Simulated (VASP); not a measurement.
Here is a VASP 6.6.1 calculation.

INCAR

```
SYSTEM = Au
  PREC = Accurate
  ENCUT = 520
  EDIFF = 1E-6
  ISMEAR = 0
  SIGMA = 0.1
  LREAL = .FALSE.
  LASPH = .TRUE.
  NELM = 60
  ALGO = Fast
  ISIF = 2
  LWAVE = .FALSE.
  LCHARG = .TRUE.
  GGA = PE
  LELF = .TRUE.
  LVHAR = .TRUE.
  NBANDS = 24
```

Contents of KPOINTS:

```
regular mesh
0
G
  12 12 12
  0 0 0
```

Contents of POSCAR:

```
Au
1.0
    4.0213826971      0.0000000000      0.0000000000
    0.0000000000      4.0213826971      0.0000000000
    0.0000000000      0.0000000000      4.0213826971
Au
3
Direct
    0.5000000000      0.0000000000      0.0000000000
    0.0000000000      0.5000000000      0.0000000000
    0.0000000000      0.0000000000      0.5000000000
```

Potentials or basis: VASP PAW PBE potentials, release 64 (Au).

Launch:

```console
$ cat potpaw_PBE.64/Au/POTCAR > POTCAR
$ mpirun -np 1 vasp_std > vasp.out
```

Task: Estimate the pressure.

Result: -3.2 GPa.
